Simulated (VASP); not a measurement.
# TaSi2 (P6_422) in VASP: notebook

Aim: see how the results for TaSi2 move with the level of theory and the settings. Levels: LDA, PBEsol. Tasks: electric field gradients.

Program: VASP 6.6.1. These are calculated values, not measurements. Logs are shortened: lines on timing, memory, paths and dates and some standing lists are left out, and cuts for length are marked.

## (1) The cell of the first run

It takes space group P6_422 (No. 181, hexagonal). Conventional cell: a = 4.784 Å, b = 4.784 Å, c = 6.570 Å, α = 90.00°, β = 90.00°, γ = 120.00°. Within 3.4 Å of Ta (site symmetry 222) lie 10 Si at 2.61 to 2.83 Å and 4 Ta at 3.24 Å. Within 3.4 Å of Si (site symmetry 2) lie 9 Si at 2.56 to 3.33 Å and 5 Ta at 2.61 to 2.83 Å.

## (2) Electric field gradients, LDA

Contents of INCAR:

```
  PREC = Accurate
  ENCUT = 520
  EDIFF = 1E-8
  ISMEAR = -1
  SIGMA = 0.05
  LREAL = F
  LASPH = T
  NELM = 60
  ALGO = Normal
  ISIF = 2
  LWAVE = F
  LCHARG = F
  GGA = CA
  LEFG = T
  NBANDS = 38
```

Contents of KPOINTS:

```
Automatic mesh
0
Gamma
  11 11 7
```

Contents of POSCAR:

```
TaSi2
1.0
    4.7839004637      0.0000000000      0.0000000000
   -2.3919502318      4.1429793307      0.0000000000
    0.0000000000      0.0000000000      6.5700000000
Ta Si
3 6
Direct
    0.5000000000      0.0000000000      0.0000000000
    0.5000000000      0.5000000000      0.6666666667
    0.0000000000      0.5000000000      0.3333333333
    0.1589700000      0.3179400000      0.0000000000
    0.8410300000      0.1589700000      0.6666666667
    0.6820600000      0.8410300000      0.3333333333
    0.8410300000      0.6820600000      0.0000000000
    0.1589700000      0.8410300000      0.6666666667
    0.3179400000      0.1589700000      0.3333333333
```

Potentials or basis: VASP PAW LDA potentials, release 64 (Ta_pv, Si).

Run with:

```
cat potpaw_LDA.64/Ta_pv/POTCAR potpaw_LDA.64/Si/POTCAR > POTCAR
mpirun -np 1 vasp_std > vasp.out
```

OUTCAR:

```text
PREC = Accurate
   ENCUT = 520
   EDIFF = 1E-8
   ISMEAR = -1
   LREAL = F
   LASPH = T
   NELM = 60
   ISIF = 2
   GGA = CA

 ion  position               nearest neighbor table
   1  0.500  0.000  0.000-   6 2.61   9 2.61   8 2.61   5 2.61   4 2.73   7 2.73   4 2.73   7 2.73
                             4 2.83   7 2.83   2 3.24   2 3.24   3 3.24   3 3.24
   2  0.500  0.500  0.667-   4 2.61   7 2.61   6 2.61   9 2.61   5 2.73   8 2.73   8 2.73   5 2.73
                             8 2.83   5 2.83   1 3.24   1 3.24   3 3.24   3 3.24
   3  0.000  0.500  0.333-   4 2.61   7 2.61   5 2.61   8 2.61   9 2.73   6 2.73   9 2.73   6 2.73
                             6 2.83   9 2.83   1 3.24   1 3.24   2 3.24   2 3.24
   4  0.159  0.318  0.000-   9 2.56   5 2.56   3 2.61   2 2.61   7 2.63   1 2.73   1 2.73   1 2.83
                             7 2.83   7 2.83
   5  0.841  0.159  0.667-   4 2.56   6 2.56   1 2.61   3 2.61   8 2.63   2 2.73   2 2.73   2 2.83
                             8 2.83   8 2.83
   6  0.682  0.841  0.333-   7 2.56   5 2.56   1 2.61   2 2.61   9 2.63   3 2.73   3 2.73   3 2.83
                             9 2.83   9 2.83
   7  0.841  0.682  0.000-   6 2.56   8 2.56   3 2.61   2 2.61   4 2.63   1 2.73   1 2.73   1 2.83
                             4 2.83   4 2.83
   8  0.159  0.841  0.667-   7 2.56   9 2.56   1 2.61   3 2.61   5 2.63   2 2.73   2 2.73   2 2.83
                             5 2.83   5 2.83
   9  0.318  0.159  0.333-   4 2.56   8 2.56   1 2.61   2 2.61   6 2.63   3 2.73   3 2.73   3 2.83
                             6 2.83   6 2.83

  LATTYP: Found a hexagonal cell.
 ALAT       =     4.7839004637
 C/A-ratio  =     1.3733563334

  Lattice vectors:

 A1 = (   4.7839004637,   0.0000000000,   0.0000000000)
 A2 = (  -2.3919502318,   4.1429793307,   0.0000000000)
 A3 = (   0.0000000000,   0.0000000000,   6.5700000000)

Analysis of symmetry for initial positions (statically):
=====================================================================
 Subroutine PRICEL returns:
 Original cell was already a primitive cell.

 Routine SETGRP: Setting up the symmetry group for a
 hexagonal supercell.

 Subroutine GETGRP returns: Found 12 space group operations
 (whereof  4 operations were pure point group operations)
 out of a pool of 24 trial point group operations.

The static configuration has the point symmetry D_2 .
 The point group associated with its full space group is D_6 .

Analysis of symmetry for dynamics (positions and initial velocities):
=====================================================================
 Subroutine PRICEL returns:
 Original cell was already a primitive cell.

 Routine SETGRP: Setting up the symmetry group for a
 hexagonal supercell.

 Subroutine GETGRP returns: Found 12 space group operations
 (whereof  4 operations were pure point group operations)
 out of a pool of 24 trial point group operations.

The dynamic configuration has the point symmetry D_2 .
 The point group associated with its full space group is D_6 .

 Subroutine INISYM returns: Found 12 space group operations
 (whereof  4 operations are pure point group operations),
 and found     1 'primitive' translations

----------------------------------------------------------------------------------------

                                     Primitive cell

  volume of cell :     130.2148

  direct lattice vectors                    reciprocal lattice vectors
     4.783900464  0.000000000  0.000000000     0.209034450  0.120686096  0.000000000
    -2.391950232  4.142979331  0.000000000     0.000000000  0.241372191  0.000000000
     0.000000000  0.000000000  6.570000000     0.000000000  0.000000000  0.152207002

  length of vectors
     4.783900464  4.783900464  6.570000000     0.241372191  0.241372191  0.152207002

  position of ions in fractional coordinates (direct lattice)
     0.500000000  0.000000000  0.000000000
     0.500000000  0.500000000  0.666666667
     0.000000000  0.500000000  0.333333333
     0.158970000  0.317940000  0.000000000
     0.841030000  0.158970000  0.666666667
     0.682060000  0.841030000  0.333333333
     0.841030000  0.682060000  0.000000000
[... 94 lines left out ...]
   POTIM  = 0.5000    time-step for ionic-motion
   TEBEG  =    0.0;   TEEND  =   0.0 temperature during run
   PSTRESS=    0.0 pullay stress
   NELECT =      57.0000    total number of electrons
   NUPDOWN=      -1.0000    fix difference up-down
   EMIN   =  10.00;   EMAX   =-10.00  energy-range for DOS
   EFERMI =   0.00;   METHOD = LEGACY
   ISMEAR =    -1;   SIGMA  =   0.05  broadening in eV -4-tet -1-fermi 0-gaus
   EFERMI_NEDOS =   21; number of points for ismear=-14 and -15
   IALGO  =     38    algorithm
   IMIX   =      4    mixing-type and parameters
     AMIX     =   0.40;   BMIX     =  1.00
     AMIX_MAG =   1.60;   BMIX_MAG =  1.00
  volume/ion in A,a.u.               =      14.47        97.64
  Fermi-wavevector in a.u.,A,eV,Ry     =   1.243025  2.348976 21.022497  1.545110
  Thomas-Fermi vector in A             =   2.377353
   LORBIT       =      0    0 simple, 1 ext, 2 COOP (PROOUT), +10 PAW based schemes
   GGA     = CA    functional components
   LHFCALC =     F    Hartree Fock is set to
   AEXX    =    0.0000 exact exchange contribution
   IVDW    =     0    specifies the selected vdW correction
   LEPSILON=     F    determine dielectric tensor
   LRPA    =     F    only Hartree local field effects (RPA)
 non-spin polarized calculation
  energy-cutoff  :      520.00
  volume of cell :      130.21
 maximum number of plane-waves:      3523
 NGX is ok and might be reduce to    36
   NGX = 17   NGY = 17   NGZ = 25

 number of electron      57.0000004 magnetization

 Free energy of the ion-electron system (eV)
  ---------------------------------------------------
  ext. energy  EPLUGINS =         0.00000000
  ---------------------------------------------------
  free energy    TOTEN  =       -79.31114400 eV

  energy without entropy =      -79.28406296  energy(sigma->0) =      -79.29760348

 E-fermi :   9.2784     XC(G=0): -12.1900

 val. band max:        9.2767545193   @ k =   0.3636   0.1818   0.0000
 cond. band min:       9.3029576141   @ k =   0.4545   0.0909   0.1429
 fundamental gap:      0.0262030949
 Fermi energy:         9.2784012153

 k-point     1 :       0.0000    0.0000    0.0000
  band No.  band energies     occupation
      1     -24.8951      2.00000
      2     -24.8951      2.00000
      3     -24.8930      2.00000
      4     -24.8273      2.00000
      5     -24.8273      2.00000
      6     -24.7298      2.00000
[... 973 lines left out ...]
     37      13.0630      0.00000
     38      13.1563      0.00000

 [... further k-points ...]
[... 5 lines left out ...]
  --------------------------------------------------------------------------------------
  -------------------------------------------------------------------------------------
  Total       -4.1725920     -4.1725920     -4.0054942     -0.0000000      0.0000000      0.0000000
  in kB      -51.3400433    -51.3400433    -49.2840537     -0.0000000      0.0000000      0.0000000
  external PRESSURE =     -50.6547134 kB  Pullay stress =       0.0000000 kB

 VOLUME and BASIS-vectors are now :
 -----------------------------------------------------------------------------
  energy-cutoff  :      520.00
  volume of cell :      130.21
      direct lattice vectors                 reciprocal lattice vectors
     4.783900464  0.000000000  0.000000000     0.209034450  0.120686096  0.000000000
    -2.391950232  4.142979331  0.000000000     0.000000000  0.241372191  0.000000000
     0.000000000  0.000000000  6.570000000     0.000000000  0.000000000  0.152207002

 POSITION                                       TOTAL-FORCE (eV/Angst)
 -----------------------------------------------------------------------------------
      2.39195      0.00000      0.00000         0.000000     -0.000000     -0.000000
      1.19598      2.07149      4.38000         0.000000     -0.000000      0.000000
     -1.19598      2.07149      2.19000         0.000000     -0.000000     -0.000000
      0.00000      1.31722      0.00000         0.000000      0.038822     -0.000000
      3.64316      0.65861      4.38000        -0.033621      0.019411      0.000000
      1.25121      3.48437      2.19000        -0.033621     -0.019411      0.000000
      2.39195      2.82576      0.00000        -0.000000     -0.038822     -0.000000
     -1.25121      3.48437      4.38000         0.033621     -0.019411      0.000000
      1.14074      0.65861      2.19000         0.033621      0.019411      0.000000
 -----------------------------------------------------------------------------------
    total drift:                                0.000000      0.000000      0.000000

  FREE ENERGIE OF THE ION-ELECTRON SYSTEM (eV)
  ---------------------------------------------------
  free  energy   TOTEN  =       -79.3111439968 eV

  energy  without entropy=      -79.2840629629  energy(sigma->0) =      -79.29760348

 Electric field gradients (V/A^2)
---------------------------------------------------------------------
 ion       V_xx      V_yy      V_zz      V_xy      V_xz      V_yz
---------------------------------------------------------------------
   1     -47.912    57.806    -9.894     0.001    -0.000     0.000
   2      31.376   -21.482    -9.894   -45.777     0.000     0.000
   3      31.376   -21.482    -9.894    45.778     0.000     0.000
   4       2.449     7.654   -10.103     0.000    24.527     0.000
   5       6.352     3.750   -10.102    -2.254    12.263    21.241
   6       6.352     3.750   -10.103     2.254   -12.263    21.241
   7       2.449     7.654   -10.103     0.000   -24.527    -0.000
   8       6.352     3.750   -10.102    -2.254   -12.263   -21.241
   9       6.352     3.750   -10.103     2.254    12.263   -21.241
---------------------------------------------------------------------

 Electric field gradients after diagonalization (V/A^2)
 (convention: |V_zz| > |V_xx| > |V_yy|)
----------------------------------------------------------------------
 ion       V_xx      V_yy      V_zz     asymmetry (V_yy - V_xx)/ V_zz
----------------------------------------------------------------------
   1     -47.912    -9.894    57.806       0.658
   2     -47.911    -9.894    57.805       0.658
   3     -47.912    -9.894    57.806       0.658
   4      21.490     7.654   -29.144       0.475
   5      21.490     7.653   -29.143       0.475
   6      21.490     7.654   -29.143       0.475
   7      21.490     7.654   -29.144       0.475
   8      21.490     7.653   -29.143       0.475
   9      21.490     7.654   -29.143       0.475
----------------------------------------------------------------------

           NMR quadrupolar parameters

 Cq : quadrupolar parameter    Cq=e*Q*V_zz/h
 eta: asymmetry parameters     (V_yy - V_xx)/ V_zz
 Q  : nuclear electric quadrupole moment in mb (millibarn)
----------------------------------------------------------------------
 ion       Cq(MHz)       eta       Q (mb)
----------------------------------------------------------------------
   1       0.140       0.658       1.000
   2       0.140       0.658       1.000
   3       0.140       0.658       1.000
   4      -0.070       0.475       1.000
   5      -0.070       0.475       1.000
   6      -0.070       0.475       1.000
   7      -0.070       0.475       1.000
   8      -0.070       0.475       1.000
   9      -0.070       0.475       1.000
----------------------------------------------------------------------
```

It took 4 min on 1 thread of Oxide Virtual Turin-like, shared host; peak memory 0.32 GiB.

What came out:

| Property | Result |
| --- | --- |
| Free energy | -79.3111 eV |
| Pressure | -5.1 GPa |
| Largest force | 0.039 eV/Å |
| Band gap on the k mesh | zero (an odd number of electrons rules out a gap without spin polarisation) |
| Largest electric field gradient by atom | Ta +57.8; Si -29.1 V/Å² |

Forces in eV/Å, atoms in the order of the input:
```
Ta   0.000  0.000  0.000
Ta   0.000  0.000  0.000
Ta   0.000  0.000  0.000
Si   0.000  0.039  0.000
Si  -0.034  0.019  0.000
Si  -0.034 -0.019  0.000
Si   0.000 -0.039  0.000
Si   0.034 -0.019  0.000
Si   0.034  0.019  0.000
```

Stress tensor (GPa, compression positive):
```
-5.13  0.00  0.00
 0.00 -5.13  0.00
 0.00  0.00 -4.93
```

Electric field gradients, principal values (V/Å²):
```
atom   least   middle  greatest (by size)
1 Ta  -9.894  -47.912              57.806
2 Ta  -9.894  -47.911              57.805
3 Ta  -9.894  -47.912              57.806
4 Si   7.654   21.490             -29.144
5 Si   7.653   21.490             -29.143
6 Si   7.654   21.490             -29.143
7 Si   7.654   21.490             -29.144
8 Si   7.653   21.490             -29.143
9 Si   7.654   21.490             -29.143
```

Caveat: the cell stands under tension; without QUAD_EFG the Cq values of the log hold for a quadrupole moment of 1 mb, not for the nuclei; spin-orbit coupling is left out, which moves the levels of the heavy elements; an odd number of electrons without spin polarisation forces a metal; a magnetic or distorted state may lie lower.

## (3) Electric field gradients, PBEsol

Contents of INCAR:

```
PREC     = Accurate       # precision mode
ENCUT    = 520            # plane-wave cutoff, eV
EDIFF    = 1E-8           # SCF threshold, eV
ISMEAR   = -1             # smearing method
SIGMA    = 0.05           # smearing width, eV
LREAL    = False          # projectors in reciprocal space
LASPH    = True           # aspherical terms in the spheres
NELM     = 100            # most SCF steps
ALGO     = Normal         # electronic algorithm
ISIF     = 2              # what is computed and relaxed
LWAVE    = False          # write WAVECAR
LCHARG   = False          # write CHGCAR
GGA      = PS             # functional
LEFG     = True         
NBANDS   = 38             # bands
```

KPOINTS is that of step 2.

POSCAR is that of step 2.

Potentials or basis: VASP PAW PBE potentials, release 64 (Ta_pv, Si).

Run with:

```
cat potpaw_PBE.64/Ta_pv/POTCAR potpaw_PBE.64/Si/POTCAR > POTCAR
mpirun -np 1 vasp_std > vasp.out
```

OUTCAR:

```text
PREC = Accurate
   ENCUT = 520
   EDIFF = 1E-8
   ISMEAR = -1
   LREAL = False
   LASPH = True
   NELM = 100
   ISIF = 2
   GGA = PS

 ion  position               nearest neighbor table
   1  0.500  0.000  0.000-   6 2.61   9 2.61   8 2.61   5 2.61   4 2.73   7 2.73   4 2.73   7 2.73
                             4 2.83   7 2.83   2 3.24   2 3.24   3 3.24   3 3.24
   2  0.500  0.500  0.667-   4 2.61   7 2.61   6 2.61   9 2.61   5 2.73   8 2.73   8 2.73   5 2.73
                             8 2.83   5 2.83   1 3.24   1 3.24   3 3.24   3 3.24
   3  0.000  0.500  0.333-   4 2.61   7 2.61   5 2.61   8 2.61   9 2.73   6 2.73   9 2.73   6 2.73
                             6 2.83   9 2.83   1 3.24   1 3.24   2 3.24   2 3.24
   4  0.159  0.318  0.000-   9 2.56   5 2.56   3 2.61   2 2.61   7 2.63   1 2.73   1 2.73   1 2.83
                             7 2.83   7 2.83
   5  0.841  0.159  0.667-   4 2.56   6 2.56   1 2.61   3 2.61   8 2.63   2 2.73   2 2.73   2 2.83
                             8 2.83   8 2.83
   6  0.682  0.841  0.333-   7 2.56   5 2.56   1 2.61   2 2.61   9 2.63   3 2.73   3 2.73   3 2.83
                             9 2.83   9 2.83
[... 1258 lines left out ...]
----------------------------------------------------------------------
   1     -46.521    -8.457    54.978       0.692
   2     -46.520    -8.456    54.977       0.692
   3     -46.521    -8.456    54.978       0.692
   4      20.484     7.538   -28.022       0.462
   5      20.484     7.538   -28.022       0.462
   6      20.484     7.538   -28.022       0.462
   7      20.484     7.538   -28.022       0.462
   8      20.484     7.538   -28.022       0.462
   9      20.484     7.538   -28.022       0.462
----------------------------------------------------------------------

           NMR quadrupolar parameters

 Cq : quadrupolar parameter    Cq=e*Q*V_zz/h
 eta: asymmetry parameters     (V_yy - V_xx)/ V_zz
 Q  : nuclear electric quadrupole moment in mb (millibarn)
----------------------------------------------------------------------
 ion       Cq(MHz)       eta       Q (mb)
----------------------------------------------------------------------
   1       0.133       0.692       1.000
   2       0.133       0.692       1.000
   3       0.133       0.692       1.000
   4      -0.068       0.462       1.000
   5      -0.068       0.462       1.000
   6      -0.068       0.462       1.000
   7      -0.068       0.462       1.000
   8      -0.068       0.462       1.000
   9      -0.068       0.462       1.000
----------------------------------------------------------------------
```

It took 4.8 min on 1 thread of Oxide Virtual Turin-like, shared host; peak memory 0.36 GiB.

Results:

```yaml
Free_energy: -77.3583 eV
Pressure: -1.9 GPa
Largest_force: 0.030 eV/Å
Band_gap_on_the_k_mesh: zero (an odd number of electrons rules out a gap without spin polarisation)
Largest_electric_field_gradient_by_atom: Ta +55.0; Si -28.0 V/Å²
```

Forces on the atoms (eV/Å):
```
Ta   0.000  0.000  0.000
Ta   0.000  0.000  0.000
Ta   0.000  0.000  0.000
Si   0.000  0.030  0.000
Si  -0.026  0.015  0.000
Si  -0.026 -0.015  0.000
Si   0.000 -0.030  0.000
Si   0.026 -0.015  0.000
Si   0.026  0.015  0.000
```

Electric field gradients, principal values (V/Å²):
```
atom   least   middle  greatest (by size)
1 Ta  -8.457  -46.521              54.978
2 Ta  -8.456  -46.520              54.977
3 Ta  -8.456  -46.521              54.978
4 Si   7.538   20.484             -28.022
5 Si   7.538   20.484             -28.022
6 Si   7.538   20.484             -28.022
7 Si   7.538   20.484             -28.022
8 Si   7.538   20.484             -28.022
9 Si   7.538   20.484             -28.022
```

Caveat: without QUAD_EFG the Cq values of the log hold for a quadrupole moment of 1 mb, not for the nuclei; the PAW data sets were made with another functional, which shifts forces and pressure a little; spin-orbit coupling is left out, which moves the levels of the heavy elements; an odd number of electrons without spin polarisation forces a metal; a magnetic or distorted state may lie lower.

The gap in the log of VASP goes by the Fermi energy; the results here count the filled bands.